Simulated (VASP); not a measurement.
# LiCl (P6_3/mmc) in VASP: notebook

Runs on LiCl. Level: PBE. Tasks: relaxation of cell and atoms, single point.

Everything below comes from runs of VASP 6.6.1. Logs are shortened: lines on timing, memory, paths and dates and some standing lists are left out, and cuts for length are marked.

## (1) The cell of the first run

Symmetry: P6_3/mmc, No. 194, hexagonal system. Conventional cell: a = 3.208 Å, b = 3.208 Å, c = 8.534 Å, α = 90.00°, β = 90.00°, γ = 120.00°. Li (site symmetry -6m2) has 3 Cl at 1.85 Å within 2.5 Å. Cl (site symmetry -6m2) has 3 Li at 1.85 Å within 2.5 Å.

## (2) Relaxation of cell and atoms, PBE

Input file INCAR:

```
PREC = Accurate
ENCUT = 600
EDIFF = 1E-7
ISMEAR = 0
SIGMA = 0.1
LREAL = F
LASPH = T
NELM = 60
ALGO = Normal
ISIF = 3
LWAVE = F
LCHARG = F
GGA = PE
IBRION = 2
NSW = 90
EDIFFG = -0.04
```

Input file KPOINTS:

```
regular mesh
0
Gamma
  6 6 2
```

Input file POSCAR:

```
LiCl
1.0
    3.2080312236      0.0000000000      0.0000000000
   -1.6040156119      2.7782365358      0.0000000000
    0.0000000000      0.0000000000      8.5341087791
Li Cl
2 2
Direct
    0.3333333333      0.6666666667      0.2500000000
    0.6666666667      0.3333333333      0.7500000000
    0.3333333333      0.6666666667      0.7500000000
    0.6666666667      0.3333333333      0.2500000000
```

Potentials or basis: VASP PAW PBE potentials, release 64 (Li_sv, Cl).

Command:

```bash
$ cat potpaw_PBE.64/Li_sv/POTCAR potpaw_PBE.64/Cl/POTCAR > POTCAR
$ mpirun -np 1 vasp_std > vasp.out
```

OUTCAR:

```text
PREC = Accurate
   ENCUT = 600
   EDIFF = 1E-7
   ISMEAR = 0
   LREAL = F
   LASPH = T
   NELM = 60
   ISIF = 3
   GGA = PE
   IBRION = 2
   NSW = 90
   EDIFFG = -0.04

 ion  position               nearest neighbor table
   1  0.333  0.667  0.250-   4 1.85   4 1.85   4 1.85
   2  0.667  0.333  0.750-   3 1.85   3 1.85   3 1.85
   3  0.333  0.667  0.750-   2 1.85   2 1.85   2 1.85
   4  0.667  0.333  0.250-   1 1.85   1 1.85   1 1.85

  LATTYP: Found a hexagonal cell.
 ALAT       =     3.2080312236
 C/A-ratio  =     2.6602324554

  Lattice vectors:

 A1 = (   3.2080312236,   0.0000000000,   0.0000000000)
 A2 = (  -1.6040156119,   2.7782365358,   0.0000000000)
 A3 = (   0.0000000000,   0.0000000000,   8.5341087791)

Analysis of symmetry for initial positions (statically):
=====================================================================
 Subroutine PRICEL returns:
 Original cell was already a primitive cell.

 Routine SETGRP: Setting up the symmetry group for a
 hexagonal supercell.

 Subroutine GETGRP returns: Found 24 space group operations
 (whereof 12 operations were pure point group operations)
 out of a pool of 24 trial point group operations.

The static configuration has the point symmetry D_3d.
 The point group associated with its full space group is D_6h.

Analysis of symmetry for dynamics (positions and initial velocities):
=====================================================================
 Subroutine PRICEL returns:
 Original cell was already a primitive cell.

 Routine SETGRP: Setting up the symmetry group for a
 hexagonal supercell.

 Subroutine GETGRP returns: Found 24 space group operations
 (whereof 12 operations were pure point group operations)
 out of a pool of 24 trial point group operations.

The dynamic configuration has the point symmetry D_3d.
 The point group associated with its full space group is D_6h.

 Subroutine INISYM returns: Found 24 space group operations
 (whereof 12 operations are pure point group operations),
 and found     1 'primitive' translations

----------------------------------------------------------------------------------------

                                     Primitive cell

  volume of cell :      76.0617

  direct lattice vectors                    reciprocal lattice vectors
     3.208031224  0.000000000  0.000000000     0.311717664  0.179970277  0.000000000
    -1.604015612  2.778236536  0.000000000     0.000000000  0.359940555  0.000000000
     0.000000000  0.000000000  8.534108779     0.000000000  0.000000000  0.117176852

  length of vectors
     3.208031224  3.208031224  8.534108779     0.359940555  0.359940555  0.117176852

  position of ions in fractional coordinates (direct lattice)
     0.333333333  0.666666667  0.250000000
     0.666666667  0.333333333  0.750000000
     0.333333333  0.666666667  0.750000000
     0.666666667  0.333333333  0.250000000

  ion indices of the primitive-cell ions
   primitive index   ion index
                 1           1
                 2           2
                 3           3
                 4           4

----------------------------------------------------------------------------------------

 KPOINTS: regular mesh

Automatic generation of k-mesh.
 Grid dimensions read from file:
 generate k-points for:    6    6    2

 Generating k-lattice:

  Cartesian coordinates                     Fractional coordinates (reciprocal lattice)
     0.051952944  0.029995046  0.000000000     0.166666667 -0.000000000  0.000000000
     0.000000000  0.059990092  0.000000000     0.000000000  0.166666667  0.000000000
     0.000000000  0.000000000  0.058588426     0.000000000  0.000000000  0.500000000

  Length of vectors
     0.059990092  0.059990092  0.058588426

  Shift w.r.t. Gamma in fractional coordinates (k-lattice)
     0.000000000  0.000000000  0.000000000

 Subroutine IBZKPT returns following result:
 ===========================================

 Found     14 irreducible k-points:

 Following reciprocal coordinates:
            Coordinates               Weight
  0.000000  0.000000  0.000000      1.000000
  0.166667  0.000000  0.000000      6.000000
  0.333333 -0.000000  0.000000      6.000000
  0.500000 -0.000000  0.000000      3.000000
  0.166667  0.166667  0.000000      6.000000
  0.333333  0.166667  0.000000     12.000000
  0.333333  0.333333  0.000000      2.000000
  0.000000  0.000000  0.500000      1.000000
  0.166667  0.000000  0.500000      6.000000
  0.333333 -0.000000  0.500000      6.000000
  0.500000 -0.000000  0.500000      3.000000
  0.166667  0.166667  0.500000      6.000000
  0.333333  0.166667  0.500000     12.000000
  0.333333  0.333333  0.500000      2.000000
   k-points           NKPTS =     14   k-points in BZ     NKDIM =     14   number of bands    NBANDS=     14
   number of dos      NEDOS =    301   number of ions     NIONS =      4
   total plane-waves  NPLWV =  54880
   dimension x,y,z NGX =    28 NGY =   28 NGZ =   70
   dimension x,y,z NGXF=    56 NGYF=   56 NGZF=  140
   ions per type =               2   2
   NGX,Y,Z   is equivalent  to a cutoff of  14.51, 14.51, 13.64 a.u.
   NGXF,Y,Z  is equivalent  to a cutoff of  29.02, 29.02, 27.27 a.u.
 SYSTEM =  unknown system
   PREC   = accura    normal or accurate (medium, high low for compatibility)
   ISTART =      0    job   : 0-new  1-cont  2-samecut
   ICHARG =      2    charge: 1-file 2-atom 10-const
   ISPIN  =      1    spin polarized calculation?
   LNONCOLLINEAR =      F non collinear calculations
   LSORBIT =      F    spin-orbit coupling
   LASPH  =      T    aspherical Exc in radial PAW
   ENCUT  =  600.0 eV  44.10 Ry    6.64 a.u.   6.41  6.41 17.04*2*pi/ulx,y,z
   NELM   =     60;   NELMIN=  2; NELMDL= -5     # of ELM steps
   EDIFF  = 0.1E-06   stopping-criterion for ELM
   LREAL  =      F    real-space projection
   EDIFFG = -.4E-01   stopping-criterion for IOM
   NSW    =     90    number of steps for IOM
   IBRION =      2    ionic relax: 0-MD 1-quasi-New 2-CG
   NFREE  =      1    steps in history (QN), initial steepest desc. (CG)
   ISIF   =      3    stress and relaxation
   ISYM   =      2    0-nonsym 1-usesym 2-fastsym
   POTIM  = 0.5000    time-step for ionic-motion
   TEBEG  =    0.0;   TEEND  =   0.0 temperature during run
   PSTRESS=    0.0 pullay stress
   NELECT =      20.0000    total number of electrons
   NUPDOWN=      -1.0000    fix difference up-down
   EMIN   =  10.00;   EMAX   =-10.00  energy-range for DOS
   EFERMI =   0.00;   METHOD = LEGACY
   ISMEAR =     0;   SIGMA  =   0.10  broadening in eV -4-tet -1-fermi 0-gaus
   EFERMI_NEDOS =   21; number of points for ismear=-14 and -15
   IALGO  =     38    algorithm
   IMIX   =      4    mixing-type and parameters
     AMIX     =   0.40;   BMIX     =  1.00
     AMIX_MAG =   1.60;   BMIX_MAG =  1.00
  volume/ion in A,a.u.               =      19.02       128.32
  Fermi-wavevector in a.u.,A,eV,Ry     =   1.048808  1.981961 14.966397  1.099999
  Thomas-Fermi vector in A             =   2.183745
   LORBIT       =      0    0 simple, 1 ext, 2 COOP (PROOUT), +10 PAW based schemes
   GGA     = PE    functional components
   LHFCALC =     F    Hartree Fock is set to
   AEXX    =    0.0000 exact exchange contribution
   IVDW    =     0    specifies the selected vdW correction
   LEPSILON=     F    determine dielectric tensor
   LRPA    =     F    only Hartree local field effects (RPA)
 conjugate gradient relaxation of ions
 non-spin polarized calculation
 Gauss-broadening in eV      SIGMA  =   0.10
  energy-cutoff  :      600.00
  volume of cell :       76.06
 maximum number of plane-waves:      2559
 NGX is ok and might be reduce to    28
   NGX = 13   NGY = 13   NGZ = 35

--------------------------------------- Ionic step        1  -------------------------------------------

 number of electron      19.9999991 magnetization

 Free energy of the ion-electron system (eV)
  ---------------------------------------------------
  ext. energy  EPLUGINS =         0.00000000
  ---------------------------------------------------
  free energy    TOTEN  =       -10.76036115 eV

  energy without entropy =      -10.76036115  energy(sigma->0) =      -10.76036115

------------------------ aborting loop because EDIFF is reached ----------------------------------------

  FORCE on cell =-STRESS in cart. coord.  units (eV):
  Direction    XX          YY          ZZ          XY          YZ          ZX
  --------------------------------------------------------------------------------------
  -------------------------------------------------------------------------------------
  Total       21.5171297     21.5171297     -0.1066791     -0.0000000      0.0000000     -0.0000000
  in kB      453.2407403    453.2407403     -2.2471075     -0.0000000      0.0000000     -0.0000000
  external PRESSURE =     301.4114577 kB  Pullay stress =       0.0000000 kB
[... 574 lines left out ...]
 k-point    14 :       0.3333    0.3333    0.5000
  band No.  band energies     occupation
      1     -44.4434      2.00000
      2     -44.4434      2.00000
      3     -13.8308      2.00000
      4     -13.8308      2.00000
      5      -3.0292      2.00000
      6      -3.0292      2.00000
      7      -2.7839      2.00000
      8      -2.7839      2.00000
      9      -1.5402      2.00000
     10      -1.5402      2.00000
     11       6.5609      0.00000
     12       6.5609      0.00000
     13       7.8053      0.00000
     14       7.8053      0.00000

[... ionic steps 4 to 18 ...]

--------------------------------------- Ionic step       19  -------------------------------------------

 number of electron      19.9999989 magnetization

------------------------ aborting loop because EDIFF is reached ----------------------------------------

  FORCE on cell =-STRESS in cart. coord.  units (eV):
  Direction    XX          YY          ZZ          XY          YZ          ZX
  --------------------------------------------------------------------------------------
  -------------------------------------------------------------------------------------
  Total        0.6086706      0.6086706      0.1092457     -0.0000000     -0.0000000     -0.0000000
  in kB       12.6368424     12.6368424      2.2680918     -0.0000000     -0.0000000     -0.0000000
  external PRESSURE =       9.1805922 kB  Pullay stress =       0.0000000 kB
[... 61 lines left out ...]
  energy  without entropy=      -14.7062113953  energy(sigma->0) =      -14.70621140

--------------------------------------- Ionic step       21  -------------------------------------------

 number of electron      19.9999986 magnetization

 Free energy of the ion-electron system (eV)
  ---------------------------------------------------
  ext. energy  EPLUGINS =         0.00000000
  ---------------------------------------------------
  free energy    TOTEN  =       -14.70883250 eV

  energy without entropy =      -14.70883250  energy(sigma->0) =      -14.70883250

 E-fermi :   0.0696     XC(G=0):  -7.8547

 val. band max:       -0.3723349818   @ k =   0.0000   0.0000   0.0000
 cond. band min:       5.2480940650   @ k =   0.0000   0.0000   0.0000
 fundamental gap:      5.6204290468
 Fermi energy:         0.0696054422

 k-point     1 :       0.0000    0.0000    0.0000
  band No.  band energies     occupation
      1     -43.9835      2.00000
      2     -43.9807      2.00000
      3     -13.7229      2.00000
      4     -13.1051      2.00000
      5      -3.1302      2.00000
      6      -1.6877      2.00000
      7      -1.6877      2.00000
      8      -1.0783      2.00000
      9      -1.0783      2.00000
     10      -0.3723      2.00000
     11       5.2481      0.00000
     12       7.7483      0.00000
[... 252 lines left out ...]
  FREE ENERGIE OF THE ION-ELECTRON SYSTEM (eV)
  ---------------------------------------------------
  free  energy   TOTEN  =       -14.7088325034 eV

  energy  without entropy=      -14.7088325034  energy(sigma->0) =      -14.70883250

 reached required accuracy - stopping structural energy minimisation
```

Run time: 7.7 min. Hardware: 1 thread of Intel Xeon 8259CL, shared host; peak memory 0.22 GiB.

Results:

```yaml
Free_energy: -14.7088 eV
Relaxed_volume: 19.87 Å³/atom
Relaxed_cell: a = 4.083 Å, b = 4.083 Å, c = 5.503 Å, α = 90.00°, β = 90.00°, γ = 120.00°
Space_group_after_relaxing_to_0.1_Å: P6_3/mmc (No. 194)
Energy_gained_by_relaxing: 987.1 meV/atom
Ionic_steps: 21
Pressure_after_relaxing: -0.1 GPa
Band_gap_on_the_k_mesh: 5.62 eV
```

The path:
```tsv
step	energy change (eV)	largest force (eV/Å)	pressure (GPa)	volume (Å³)
1	0.0000	0.0000	30.14	76.06
2	-3.6556	0.0000	-1.40	120.51
3	-3.6808	0.0000	0.50	112.11
4	-3.6890	0.0000	-0.24	114.98
5	-3.6886	0.0000	-0.04	114.12
6	-3.6905	0.0000	-0.03	113.60
7	-3.6963	0.0000	-0.03	112.04
8	-3.7088	0.0000	-0.02	108.91
9	-3.7383	0.0000	0.03	102.64
10	-3.8189	0.0000	0.36	90.06
11	-3.6222	0.0000	8.43	64.74
12	-3.8440	0.0000	0.57	86.68
13	-3.8962	0.0000	2.27	75.73
14	-3.8978	0.0000	2.27	75.58
15	-3.9018	0.0000	2.31	75.13
16	-3.9062	0.0000	2.44	74.22
17	-3.9111	0.0000	2.28	74.51
18	-3.9238	0.0000	1.80	75.39
19	-3.9411	0.0000	0.92	77.17
20	-3.9459	0.0000	-0.60	80.81
21	-3.9485	0.0000	-0.08	79.46
```

Final structure:
```
Li Cl
1.0
     4.08326    0.00000    0.00000
    -2.04163    3.53620    0.00000
     0.00000    0.00000    5.50319
Li Cl
2 2
Direct
  0.33333 0.66667 0.25000
  0.66667 0.33333 0.75000
  0.33333 0.66667 0.75000
  0.66667 0.33333 0.25000
```

Caveat: the cutoff is under 1.25 times the usual one of these potentials, so pressure, stress and relaxed cells hold a basis-set (Pulay) error; a cell axis changed by over 15 % at a fixed basis, so the end point is rough.

[end of part 1 of 2]
